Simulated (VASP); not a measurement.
Here is a VASP 6.6.1 calculation.

The input INCAR:

```
SYSTEM = KBr
PREC = Accurate
ENCUT = 600
EDIFF = 1E-6
ISMEAR = 0
SIGMA = 0.02
LREAL = .FALSE.
LASPH = .TRUE.
NELM = 80
ALGO = Normal
ISIF = 3
LWAVE = .FALSE.
LCHARG = .FALSE.
GGA = PE
IBRION = 2
NSW = 100
EDIFFG = -0.01
```

Contents of KPOINTS:

```
Automatic mesh
0
G
  6 6 4
  0 0 0
```

File POSCAR:

```
KBr
1.0
    7.9238805148      0.0000000000      0.0000000000
   -3.9619402574      6.8622818224      0.0000000000
    0.0000000000      0.0000000000      6.0394323874
K Br
1 1
Direct
    0.0000000000      0.0000000000      0.5000000000
    0.0000000000      0.0000000000      0.0000000000
```

Potentials or basis: VASP PAW PBE potentials, release 64 (K_sv, Br).

The run is started by

```sh
$ cat potpaw_PBE.64/K_sv/POTCAR potpaw_PBE.64/Br/POTCAR > POTCAR
$ mpirun -np 1 vasp_std > vasp.out
```

Problem. Estimate the relaxed cell.

Solution. a = 9.380 Å, b = 9.380 Å, c = 6.050 Å, α = 90.00°, β = 90.00°, γ = 120.00°.

Problem. What does it give for the band gap on the k mesh?

Solution. 4.07 eV.

Final structure:
```
K Br
1.0
     9.38021    0.00000    0.00000
    -4.69010    8.12350    0.00000
     0.00000    0.00000    6.05016
K Br
1 1
Direct
  0.00000 0.00000 0.50000
  0.00000 0.00000 0.00000
```

Caveat: the relaxation moved the vacuum too, so the length across it says nothing of the material. A k mesh can miss the band edges.
